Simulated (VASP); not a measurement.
# Ge (P1) in VASP: single point with PBE

Aim: the single point of Ge with PBE.

Everything below comes from runs of VASP 6.6.1. Logs are shortened: lines on timing, memory, paths and dates and some standing lists are left out, and cuts for length are marked.

## 1. The cell of the first run

The typed cell holds 12 atoms: a = 4.075 Å, b = 4.075 Å, c = 19.953 Å, α = 90.00°, β = 90.00°, γ = 120.00°.

## 2. Single point, PBE

INCAR reads:

```
SYSTEM = Ge
ALGO = Normal ; EDIFF = 1E-6
ENCUT = 520 ; GGA = PE
ISIF = 2 ; ISMEAR = 0
LASPH = .TRUE. ; LCHARG = .TRUE.
LELF = .TRUE. ; LREAL = .FALSE.
LVHAR = .TRUE. ; LWAVE = .FALSE.
NBANDS = 96 ; NELM = 60
PREC = Accurate ; SIGMA = 0.2
```

KPOINTS reads:

```
k-points
0
G
  6 6 1
  0 0 0
```

POSCAR reads:

```
Ge
1.0
    4.0753292011      0.0000827676     -0.0000193873
   -2.0375953811      3.5290519839      0.0000113811
   -0.0007009390      0.0005776239     19.9525804219
Ge
12
Direct
    0.0002739893     -0.0005720477      0.6040852634
    0.0004074211      0.0001784007      0.2704782512
    0.6660424039      0.3333977439      0.4373600035
    0.6669755860      0.3337677256      0.7709376886
    0.6665010272      0.3331341298      0.1043891284
    0.3331374700      0.6667535745      0.9370234000
   -0.0005989828      0.0001019214      0.3959170498
    0.0003486127      0.0004567618      0.7295245913
    0.6670457024      0.3334772099      0.2290624330
    0.6668883964      0.3327316635      0.5626307685
    0.6665140295      0.3334508701      0.8956152308
    0.3331310110      0.6664553798      0.0629761915
```

Potentials or basis: VASP PAW PBE potentials, release 64 (Ge_d).

On the command line:

```bash
cat potpaw_PBE.64/Ge_d/POTCAR > POTCAR
mpirun -np 1 vasp_std > vasp.out
```

OUTCAR:

```text
SYSTEM = Ge
   EDIFF = 1E-6
   ENCUT = 520
   GGA = PE
   ISIF = 2
   ISMEAR = 0
   LASPH = .TRUE.
   LREAL = .FALSE.
   NELM = 60
   PREC = Accurate

 ion  position               nearest neighbor table
   1  0.000  0.999  0.604-  10 2.49  10 2.49  10 2.49   8 2.50
   2  0.000  0.000  0.270-   9 2.49   9 2.49   9 2.49   7 2.50
   3  0.666  0.333  0.437-   7 2.49   7 2.49   7 2.49  10 2.50
   4  0.667  0.334  0.771-  11 2.49   8 2.49   8 2.49   8 2.49
   5  0.667  0.333  0.104-   9 2.49  12 2.49  12 2.49  12 2.49
   6  0.333  0.667  0.937-  11 2.49  11 2.49  11 2.49  12 2.51
   7  0.999  0.000  0.396-   3 2.49   3 2.49   3 2.49   2 2.50
   8  0.000  0.000  0.730-   4 2.49   4 2.49   4 2.49   1 2.50
   9  0.667  0.333  0.229-   5 2.49   2 2.49   2 2.49   2 2.49
  10  0.667  0.333  0.563-   1 2.49   1 2.49   1 2.49   3 2.50
  11  0.667  0.333  0.896-   4 2.49   6 2.49   6 2.49   6 2.49
  12  0.333  0.666  0.063-   5 2.49   5 2.49   5 2.49   6 2.51

  LATTYP: Found a base centered monoclinic cell.
 ALAT       =    40.5249439778
 B/A-ratio  =     0.1005599727
 C/A-ratio  =     0.4923530666
 COS(beta)  =    -0.9847147127

  Lattice vectors:

 A1 = (   2.0382963201,  -3.5296296078, -19.9525918030)
 A2 = (   4.0760301401,  -0.0004948563, -19.9525998092)
 A3 = (  -0.0007009390,   0.0005776239,  19.9525804219)

Analysis of symmetry for initial positions (statically):
=====================================================================
 Subroutine PRICEL returns:
 Original cell was already a primitive cell.

 Routine SETGRP: Setting up the symmetry group for a
 base centered monoclinic supercell.

 Subroutine GETGRP returns: Found  1 space group operations
 (whereof  1 operations were pure point group operations)
 out of a pool of  4 trial point group operations.

The static configuration has the point symmetry C_1 .

Analysis of symmetry for dynamics (positions and initial velocities):
=====================================================================
 Subroutine PRICEL returns:
 Original cell was already a primitive cell.

 Routine SETGRP: Setting up the symmetry group for a
 base centered monoclinic supercell.

 Subroutine GETGRP returns: Found  1 space group operations
 (whereof  1 operations were pure point group operations)
 out of a pool of  4 trial point group operations.

The dynamic configuration has the point symmetry C_1 .

 Subroutine INISYM returns: Found  1 space group operations
 (whereof  1 operations are pure point group operations),
 and found     1 'primitive' translations

----------------------------------------------------------------------------------------

                                     Primitive cell

  volume of cell :     286.9623

  direct lattice vectors                    reciprocal lattice vectors
     4.075329201  0.000082768 -0.000019387     0.245376073  0.141674635  0.000004519
    -2.037595381  3.529051984  0.000011381    -0.000005755  0.283358896 -0.000008203
    -0.000700939  0.000577624 19.952580422     0.000000238 -0.000000024  0.050118831

  length of vectors
     4.075329202  4.075046361 19.952580443     0.283339230  0.283358896  0.050118831

  position of ions in fractional coordinates (direct lattice)
     0.000273989  0.999427952  0.604085263
     0.000407421  0.000178401  0.270478251
     0.666042404  0.333397744  0.437360003
     0.666975586  0.333767726  0.770937689
     0.666501027  0.333134130  0.104389128
     0.333137470  0.666753574  0.937023400
     0.999401017  0.000101921  0.395917050
     0.000348613  0.000456762  0.729524591
     0.667045702  0.333477210  0.229062433
     0.666888396  0.332731663  0.562630768
     0.666514029  0.333450870  0.895615231
     0.333131011  0.666455380  0.062976191

[... 41 lines left out ...]
|           W WW W  AAAAAA  RRRRR   N  N N  II  N  N N  G  GGG   !            |
|           WW  WW  A    A  R   R   N   NN  II  N   NN  G    G                |
|           W    W  A    A  R    R  N    N  II  N    N   GGGG   !!!           |
|                                                                             |
|     Your reciprocal lattice and k-lattice belong to different lattice       |
|     classes:                                                                |
|                                                                             |
|        The reciprocal lattice is triclinic,                                 |
|        whereas your k-lattice is base-centered monoclinic.                  |
|                                                                             |
|     Results are often still useful ...                                      |
|                                                                             |
 -----------------------------------------------------------------------------

 Subroutine IBZKPT returns following result:
 ===========================================

 Found     20 irreducible k-points:

 Following reciprocal coordinates:
            Coordinates               Weight
  0.000000  0.000000  0.000000      1.000000
  0.166667  0.000000  0.000000      2.000000
  0.333333 -0.000000  0.000000      2.000000
  0.500000  0.000000  0.000000      1.000000
  0.000000  0.166667 -0.000000      2.000000
  0.166667  0.166667 -0.000000      2.000000
[... 12 lines left out ...]
  0.333333  0.500000  0.000000      2.000000
  0.500000  0.500000  0.000000      1.000000
   k-points           NKPTS =     20   k-points in BZ     NKDIM =     20   number of bands    NBANDS=     96
   number of dos      NEDOS =    301   number of ions     NIONS =     12
   total plane-waves  NPLWV = 135000
   dimension x,y,z NGX =    30 NGY =   30 NGZ =  150
   dimension x,y,z NGXF=    60 NGYF=   60 NGZF=  300
   ions per type =              12
   NGX,Y,Z   is equivalent  to a cutoff of  12.24, 12.24, 12.50 a.u.
   NGXF,Y,Z  is equivalent  to a cutoff of  24.48, 24.48, 25.00 a.u.
 SYSTEM =  Ge
   PREC   = accura    normal or accurate (medium, high low for compatibility)
   ISTART =      0    job   : 0-new  1-cont  2-samecut
   ICHARG =      2    charge: 1-file 2-atom 10-const
   ISPIN  =      1    spin polarized calculation?
   LNONCOLLINEAR =      F non collinear calculations
   LSORBIT =      F    spin-orbit coupling
   LASPH  =      T    aspherical Exc in radial PAW
   ENCUT  =  520.0 eV  38.22 Ry    6.18 a.u.   7.58  7.58 37.10*2*pi/ulx,y,z
   NELM   =     60;   NELMIN=  2; NELMDL= -5     # of ELM steps
   EDIFF  = 0.1E-05   stopping-criterion for ELM
   LREAL  =      F    real-space projection
   EDIFFG = 0.1E-04   stopping-criterion for IOM
   NSW    =      0    number of steps for IOM
   IBRION =     -1    ionic relax: 0-MD 1-quasi-New 2-CG
   NFREE  =      0    steps in history (QN), initial steepest desc. (CG)
   ISIF   =      2    stress and relaxation
   ISYM   =      2    0-nonsym 1-usesym 2-fastsym
   POTIM  = 0.5000    time-step for ionic-motion
   TEBEG  =    0.0;   TEEND  =   0.0 temperature during run
   PSTRESS=    0.0 pullay stress
   NELECT =     168.0000    total number of electrons
   NUPDOWN=      -1.0000    fix difference up-down
   EMIN   =  10.00;   EMAX   =-10.00  energy-range for DOS
   EFERMI =   0.00;   METHOD = LEGACY
   ISMEAR =     0;   SIGMA  =   0.20  broadening in eV -4-tet -1-fermi 0-gaus
   EFERMI_NEDOS =   21; number of points for ismear=-14 and -15
   IALGO  =     38    algorithm
   IMIX   =      4    mixing-type and parameters
     AMIX     =   0.40;   BMIX     =  1.00
     AMIX_MAG =   1.60;   BMIX_MAG =  1.00
  volume/ion in A,a.u.               =      23.91       161.38
  Fermi-wavevector in a.u.,A,eV,Ry     =   1.369524  2.588025 25.519029  1.875596
  Thomas-Fermi vector in A             =   2.495392
   LORBIT       =      0    0 simple, 1 ext, 2 COOP (PROOUT), +10 PAW based schemes
   GGA     = PE    functional components
   LHFCALC =     F    Hartree Fock is set to
   AEXX    =    0.0000 exact exchange contribution
   IVDW    =     0    specifies the selected vdW correction
   LEPSILON=     F    determine dielectric tensor
   LRPA    =     F    only Hartree local field effects (RPA)
 non-spin polarized calculation
 Gauss-broadening in eV      SIGMA  =   0.20
  energy-cutoff  :      520.00
  volume of cell :      286.96
 maximum number of plane-waves:      7765
   NGX = 15   NGY = 15   NGZ = 75

 number of electron     167.9999847 magnetization

 Free energy of the ion-electron system (eV)
  ---------------------------------------------------
  ext. energy  EPLUGINS =         0.00000000
  ---------------------------------------------------
  free energy    TOTEN  =       -53.98236838 eV

  energy without entropy =      -53.96865868  energy(sigma->0) =      -53.97551353

 E-fermi :   4.4474     XC(G=0):  -9.6620

 val. band max:        4.2797458361   @ k =   0.0000   0.0000   0.0000
 cond. band min:       4.4545495509   @ k =   0.0000   0.0000   0.0000
 fundamental gap:      0.1748037148
 Fermi energy:         4.4474409968

 k-point     1 :       0.0000    0.0000    0.0000
  band No.  band energies     occupation
      1     -20.2950      2.00000
      2     -20.2950      2.00000
      3     -20.2905      2.00000
      4     -20.2905      2.00000
      5     -20.2898      2.00000
      6     -20.2898      2.00000
[... 1969 lines left out ...]
     95       8.2092      0.00000
     96       8.8569      0.00000

------------------------ aborting loop because EDIFF is reached ----------------------------------------

  FORCE on cell =-STRESS in cart. coord.  units (eV):
  Direction    XX          YY          ZZ          XY          YZ          ZX
  --------------------------------------------------------------------------------------
  -------------------------------------------------------------------------------------
  Total       -0.0775352     -0.0704965      0.1097306     -0.0004607     -0.0021534      0.0028563
  in kB       -0.4328971     -0.3935984      0.6126512     -0.0025720     -0.0120232      0.0159474
  external PRESSURE =      -0.0712814 kB  Pullay stress =       0.0000000 kB

 VOLUME and BASIS-vectors are now :
 -----------------------------------------------------------------------------
  energy-cutoff  :      520.00
  volume of cell :      286.96
      direct lattice vectors                 reciprocal lattice vectors
     4.075329201  0.000082768 -0.000019387     0.245376073  0.141674635  0.000004519
    -2.037595381  3.529051984  0.000011381    -0.000005755  0.283358896 -0.000008203
    -0.000700939  0.000577624 19.952580422     0.000000238 -0.000000024  0.050118831

 POSITION                                       TOTAL-FORCE (eV/Angst)
 -----------------------------------------------------------------------------------
     -2.03574      3.52738     12.05307        -0.001130      0.001011      0.008148
      0.00111      0.00079      5.39674        -0.001635     -0.001060     -0.001809
      2.03471      1.17689      8.72645         0.002167     -0.000539      0.002770
      2.03752      1.17838     15.38219        -0.000217      0.000114      0.008565
      2.03735      1.17576      2.08282        -0.000156      0.000423      0.009859
     -0.00159      2.35358     18.69604         0.001088     -0.000163      0.003913
      4.07240      0.00067      7.89955         0.001112     -0.000024     -0.009230
     -0.00002      0.00203     14.55590        -0.000116     -0.001933      0.001387
      2.03878      1.17705      4.57038        -0.000223      0.000203     -0.007880
      2.03942      1.17461     11.22593        -0.001269      0.001350     -0.001577
      2.03620      1.17734     17.86983         0.000021      0.000010     -0.010733
     -0.00039      2.35202      1.25654         0.000358      0.000607     -0.003413
 -----------------------------------------------------------------------------------
    total drift:                               -0.000029      0.000037     -0.000021

  FREE ENERGIE OF THE ION-ELECTRON SYSTEM (eV)
  ---------------------------------------------------
  free  energy   TOTEN  =       -53.9823683835 eV

  energy  without entropy=      -53.9686586784  energy(sigma->0) =      -53.97551353
```

Run time: 15 min. Hardware: 1 thread of Intel Xeon 8259CL, shared host; peak memory 0.58 GiB.

Results:

```yaml
Free_energy: -53.9824 eV
Pressure: 0.0 GPa
Largest_force: 0.011 eV/Å
Band_gap_on_the_k_mesh: 0.11 eV
```

Forces in eV/Å, atoms in the order of the input:
```
Ge  -0.001  0.001  0.008
Ge  -0.002 -0.001 -0.002
Ge   0.002 -0.001  0.003
Ge   0.000  0.000  0.009
Ge   0.000  0.000  0.010
Ge   0.001  0.000  0.004
Ge   0.001  0.000 -0.009
Ge   0.000 -0.002  0.001
Ge   0.000  0.000 -0.008
Ge  -0.001  0.001 -0.002
Ge   0.000  0.000 -0.011
Ge   0.000  0.001 -0.003
```

A k mesh can miss the band edges.

The gap in the log of VASP goes by the Fermi energy; the results here count the filled bands.